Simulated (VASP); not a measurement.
# Ti (P6_3/mmc) in VASP: further runs

Ti is run at these levels: r2SCAN+D4, PBE; tasks: single point.

All numbers are computed with VASP 6.6.1; they aren't measurements. Logs are shortened: lines on timing, memory, paths and dates and some standing lists are left out, and cuts for length are marked.

## (1) The cell of the first run

The structure is hexagonal, space group P6_3/mmc (No. 194). Conventional cell: a = 2.950 Å, b = 2.950 Å, c = 4.680 Å, α = 90.00°, β = 90.00°, γ = 120.00°. Within 3.8 Å of Ti (site symmetry -6m2) lie 12 Ti at 2.89 to 2.95 Å.

## (2) Single point, r2SCAN+D4

Input file POSCAR:

```
Ti
1.0
    2.9500000000      0.0000000000      0.0000000000
   -1.4750000000      2.5547749412      0.0000000000
    0.0000000000      0.0000000000      4.6800000000
Ti
2
Direct
    0.6666666667      0.3333333333      0.7500000000
    0.3333333333      0.6666666667      0.2500000000
```

Input file INCAR.step1:

```
  PREC = Accurate
  ENCUT = 520
  ISMEAR = -1
  SIGMA = 0.05
  LREAL = F
  LASPH = T
  NELM = 80
  NBANDS = 19
  GGA = PE
  ALGO = Normal
  EDIFF = 1E-4
  LWAVE = T
  LCHARG = F
```

Input file INCAR.step2:

```
  PREC = Accurate
  ENCUT = 520
  EDIFF = 1E-6
  ISMEAR = -1
  SIGMA = 0.05
  LREAL = F
  LASPH = T
  NELM = 80
  ALGO = Normal
  ISIF = 2
  LWAVE = F
  LCHARG = F
  METAGGA = R2SCAN
  LMIXTAU = T
  IVDW = 13
  VDW_S6 = 1.0
  VDW_S8 = 0.6018749
  VDW_A1 = 0.51559235
  VDW_A2 = 5.77342911
  NBANDS = 19
  ISTART = 1
```

Input file KPOINTS:

```
regular mesh
0
Gamma
  10 10 6
```

Potentials or basis: VASP PAW PBE potentials, release 64 (Ti_sv).

The run is started by

```sh
$ cat potpaw_PBE.64/Ti_sv/POTCAR > POTCAR
$ cp INCAR.step1 INCAR
$ mpirun -np 1 vasp_std > vasp.out
$ cp INCAR.step2 INCAR
$ mpirun -np 1 vasp_std > vasp.out
```

OUTCAR:

```text
PREC = Accurate
   ENCUT = 520
   EDIFF = 1E-6
   ISMEAR = -1
   LREAL = F
   LASPH = T
   NELM = 80
   ISIF = 2
   METAGGA = R2SCAN
   IVDW = 13
   ISTART = 1

 ion  position               nearest neighbor table
   1  0.667  0.333  0.750-   2 2.89   2 2.89   2 2.89   2 2.89   2 2.89   2 2.89
   2  0.333  0.667  0.250-   1 2.89   1 2.89   1 2.89   1 2.89   1 2.89   1 2.89

  LATTYP: Found a hexagonal cell.
 ALAT       =     2.9500000000
 C/A-ratio  =     1.5864406780

  Lattice vectors:

 A1 = (   2.9500000000,   0.0000000000,   0.0000000000)
 A2 = (  -1.4750000000,   2.5547749412,   0.0000000000)
 A3 = (   0.0000000000,   0.0000000000,   4.6800000000)

Analysis of symmetry for initial positions (statically):
=====================================================================
 Subroutine PRICEL returns:
 Original cell was already a primitive cell.

 Routine SETGRP: Setting up the symmetry group for a
 hexagonal supercell.

 Subroutine GETGRP returns: Found 24 space group operations
 (whereof 12 operations were pure point group operations)
 out of a pool of 24 trial point group operations.

The static configuration has the point symmetry D_3d.
 The point group associated with its full space group is D_6h.

Analysis of symmetry for dynamics (positions and initial velocities):
=====================================================================
 Subroutine PRICEL returns:
 Original cell was already a primitive cell.

 Routine SETGRP: Setting up the symmetry group for a
 hexagonal supercell.

 Subroutine GETGRP returns: Found 24 space group operations
 (whereof 12 operations were pure point group operations)
 out of a pool of 24 trial point group operations.

The dynamic configuration has the point symmetry D_3d.
 The point group associated with its full space group is D_6h.

 Subroutine INISYM returns: Found 24 space group operations
 (whereof 12 operations are pure point group operations),
 and found     1 'primitive' translations

----------------------------------------------------------------------------------------

                                     Primitive cell

  volume of cell :      35.2712

  direct lattice vectors                    reciprocal lattice vectors
     2.950000000  0.000000000  0.000000000     0.338983051  0.195711956  0.000000000
    -1.475000000  2.554774941  0.000000000     0.000000000  0.391423911  0.000000000
     0.000000000  0.000000000  4.680000000     0.000000000  0.000000000  0.213675214

  length of vectors
     2.950000000  2.950000000  4.680000000     0.391423911  0.391423911  0.213675214

  position of ions in fractional coordinates (direct lattice)
     0.666666667  0.333333333  0.750000000
     0.333333333  0.666666667  0.250000000

  ion indices of the primitive-cell ions
   primitive index   ion index
                 1           1
                 2           2

----------------------------------------------------------------------------------------

 KPOINTS: regular mesh

Automatic generation of k-mesh.
 Grid dimensions read from file:
 generate k-points for:   10   10    6

 Generating k-lattice:

  Cartesian coordinates                     Fractional coordinates (reciprocal lattice)
     0.033898305  0.019571196  0.000000000     0.100000000 -0.000000000  0.000000000
     0.000000000  0.039142391  0.000000000     0.000000000  0.100000000  0.000000000
     0.000000000  0.000000000  0.035612536     0.000000000  0.000000000  0.166666667

  Length of vectors
     0.039142391  0.039142391  0.035612536

  Shift w.r.t. Gamma in fractional coordinates (k-lattice)
     0.000000000  0.000000000  0.000000000

 Subroutine IBZKPT returns following result:
 ===========================================

 Found     56 irreducible k-points:

 Following reciprocal coordinates:
            Coordinates               Weight
  0.000000  0.000000  0.000000      1.000000
  0.100000  0.000000  0.000000      6.000000
  0.200000  0.000000  0.000000      6.000000
  0.300000  0.000000  0.000000      6.000000
  0.400000  0.000000  0.000000      6.000000
  0.500000  0.000000  0.000000      3.000000
[... 16 lines left out ...]
  0.300000  0.100000  0.166667     24.000000
  0.400000  0.100000  0.166667     24.000000
 [... further k-points ...]
   k-points           NKPTS =     56   k-points in BZ     NKDIM =     56   number of bands    NBANDS=     19
   number of dos      NEDOS =    301   number of ions     NIONS =      2
   total plane-waves  NPLWV =  20736
   dimension x,y,z NGX =    24 NGY =   24 NGZ =   36
   dimension x,y,z NGXF=    48 NGYF=   48 NGZF=   72
   ions per type =               2
   NGX,Y,Z   is equivalent  to a cutoff of  13.53, 13.53, 12.79 a.u.
   NGXF,Y,Z  is equivalent  to a cutoff of  27.05, 27.05, 25.58 a.u.
 SYSTEM =  unknown system
   PREC   = accura    normal or accurate (medium, high low for compatibility)
   ISTART =      1    job   : 0-new  1-cont  2-samecut
   ICHARG =      0    charge: 1-file 2-atom 10-const
   ISPIN  =      1    spin polarized calculation?
   LNONCOLLINEAR =      F non collinear calculations
   LSORBIT =      F    spin-orbit coupling
   LASPH  =      T    aspherical Exc in radial PAW
   ENCUT  =  520.0 eV  38.22 Ry    6.18 a.u.   5.49  5.49  8.70*2*pi/ulx,y,z
   NELM   =     80;   NELMIN=  2; NELMDL=  0     # of ELM steps
   EDIFF  = 0.1E-05   stopping-criterion for ELM
   LREAL  =      F    real-space projection
   EDIFFG = 0.1E-04   stopping-criterion for IOM
   NSW    =      0    number of steps for IOM
   IBRION =     -1    ionic relax: 0-MD 1-quasi-New 2-CG
   NFREE  =      0    steps in history (QN), initial steepest desc. (CG)
   ISIF   =      2    stress and relaxation
   ISYM   =      2    0-nonsym 1-usesym 2-fastsym
   POTIM  = 0.5000    time-step for ionic-motion
   TEBEG  =    0.0;   TEEND  =   0.0 temperature during run
   PSTRESS=    0.0 pullay stress
   NELECT =      24.0000    total number of electrons
   NUPDOWN=      -1.0000    fix difference up-down
   EMIN   =  10.00;   EMAX   =-10.00  energy-range for DOS
   EFERMI =   0.00;   METHOD = LEGACY
   ISMEAR =    -1;   SIGMA  =   0.05  broadening in eV -4-tet -1-fermi 0-gaus
   EFERMI_NEDOS =   21; number of points for ismear=-14 and -15
   IALGO  =     38    algorithm
   IMIX   =      4    mixing-type and parameters
     AMIX     =   0.40;   BMIX     =  1.00
     AMIX_MAG =   1.60;   BMIX_MAG =  1.00
  volume/ion in A,a.u.               =      17.64       119.01
  Fermi-wavevector in a.u.,A,eV,Ry     =   1.439920  2.721055 28.209912  2.073370
  Thomas-Fermi vector in A             =   2.558722
   LORBIT       =      0    0 simple, 1 ext, 2 COOP (PROOUT), +10 PAW based schemes
   METAGGA = R2SCAN    functional components
   LHFCALC =     F    Hartree Fock is set to
   AEXX    =    0.0000 exact exchange contribution
   IVDW    =    13    specifies the selected vdW correction
   LEPSILON=     F    determine dielectric tensor
   LRPA    =     F    only Hartree local field effects (RPA)
 non-spin polarized calculation
  energy-cutoff  :      520.00
  volume of cell :       35.27
 maximum number of plane-waves:       973
 NGX is ok and might be reduce to    24
   NGX = 11   NGY = 11   NGZ = 17

 number of electron      24.0000002 magnetization

 Free energy of the ion-electron system (eV)
  ---------------------------------------------------
  ext. energy  EPLUGINS =         0.00000000
  ---------------------------------------------------
  free energy    TOTEN  =       -25.90469413 eV

  energy without entropy =      -25.88911138  energy(sigma->0) =      -25.89690276

 E-fermi :   8.2251     XC(G=0): -12.3189

 val. band max:        8.2039303779   @ k =   0.3000   0.3000   0.3333
 cond. band min:       8.2284179863   @ k =   0.2000   0.0000   0.3333
 fundamental gap:      0.0244876085
 Fermi energy:         8.2250693869

 k-point     1 :       0.0000    0.0000    0.0000
  band No.  band energies     occupation
      1     -51.0334      2.00000
      2     -50.8993      2.00000
      3     -26.5730      2.00000
      4     -25.9382      2.00000
      5     -25.9382      2.00000
      6     -25.8740      2.00000
[... 11 lines left out ...]
     18      10.0411      0.00000
     19      11.5592      0.00000

 k-point     2 :       0.1000    0.0000    0.0000
  band No.  band energies     occupation
      1     -51.0238      2.00000
      2     -50.8955      2.00000
      3     -26.5512      2.00000
      4     -25.9824      2.00000
      5     -25.9528      2.00000
      6     -25.8869      2.00000
[... 11 lines left out ...]
     18       9.8851      0.00000
     19      11.6399      0.00000

 k-point     3 :       0.2000    0.0000    0.0000
  band No.  band energies     occupation
      1     -50.9977      2.00000
      2     -50.8862      2.00000
      3     -26.4906      2.00000
      4     -26.0995      2.00000
      5     -26.0035      2.00000
      6     -25.9896      2.00000
[... 11 lines left out ...]
     18      10.2775      0.00000
     19      11.7878      0.00000

 k-point     4 :       0.3000    0.0000    0.0000
  band No.  band energies     occupation
      1     -50.9633      2.00000
      2     -50.8769      2.00000
      3     -26.4041      2.00000
      4     -26.2461      2.00000
      5     -26.1414      2.00000
      6     -26.0329      2.00000
[... 407 lines left out ...]
     18      10.8164      0.00000
     19      11.7605      0.00000

 k-point    23 :       0.3000    0.1000    0.1667
  band No.  band energies     occupation
      1     -50.9375      2.00000
      2     -50.8781      2.00000
      3     -26.3954      2.00000
      4     -26.2707      2.00000
      5     -26.2009      2.00000
      6     -26.0632      2.00000
[... 11 lines left out ...]
     18      11.4021      0.00000
     19      11.9443      0.00000

 k-point    24 :       0.4000    0.1000    0.1667
  band No.  band energies     occupation
      1     -50.9144      2.00000
      2     -50.8765      2.00000
      3     -26.4282      2.00000
      4     -26.3167      2.00000
      5     -26.2064      2.00000
      6     -26.0852      2.00000
[... 11 lines left out ...]
     18      11.7827      0.00000
     19      12.4764      0.00000

 [... further k-points ...]

------------------------ aborting loop because EDIFF is reached ----------------------------------------

  DFT-D4 for vdW energy calculation

  Edisp (eV):   -0.13265

  FORCE on cell =-STRESS in cart. coord.  units (eV):
  Direction    XX          YY          ZZ          XY          YZ          ZX
  --------------------------------------------------------------------------------------
  -------------------------------------------------------------------------------------
  Total      -0.46102    -0.46102    -0.59446    -0.00000     0.00000     0.00000
  in kB     -20.94175   -20.94175   -27.00313    -0.00000     0.00000     0.00000
  external pressure =      -22.96 kB  Pullay stress =        0.00 kB

 VOLUME and BASIS-vectors are now :
 -----------------------------------------------------------------------------
  energy-cutoff  :      520.00
  volume of cell :       35.27
      direct lattice vectors                 reciprocal lattice vectors
     2.950000000  0.000000000  0.000000000     0.338983051  0.195711956  0.000000000
    -1.475000000  2.554774941  0.000000000     0.000000000  0.391423911  0.000000000
     0.000000000  0.000000000  4.680000000     0.000000000  0.000000000  0.213675214

 POSITION                                       TOTAL-FORCE (eV/Angst)
 -----------------------------------------------------------------------------------
      1.47500      0.85159      3.51000         0.000000      0.000000      0.000000
     -0.00000      1.70318      1.17000        -0.000000     -0.000000      0.000000
 -----------------------------------------------------------------------------------
    total drift:                               -0.000000      0.000000     -0.000000

  FREE ENERGIE OF THE ION-ELECTRON SYSTEM (eV)
  ---------------------------------------------------
  free  energy   TOTEN  =       -26.0373432063 eV

  energy  without entropy=      -26.0217604470  energy(sigma->0) =      -26.02955183
```

Wall time 48 s (1 thread of Intel Xeon 6975P-C (Granite Rapids), shared host); peak memory 0.17 GiB.

Results:

```yaml
Free_energy: -26.0373 eV
Pressure: -2.3 GPa
Band_gap_on_the_k_mesh: zero (band 12 reaches 9.09 eV, above the bottom of band 13 at 7.88 eV)
Dispersion_energy_per_atom: -0.066 eV
```

Stress tensor (GPa, compression positive):
```
-2.09  0.00  0.00
 0.00 -2.09  0.00
 0.00  0.00 -2.70
```

Caveat: the PAW data sets were made with another functional, which shifts forces and pressure a little; pairwise dispersion overbinds metals, which lowers pressure and volume.

(Continued in part 2 of 2.)
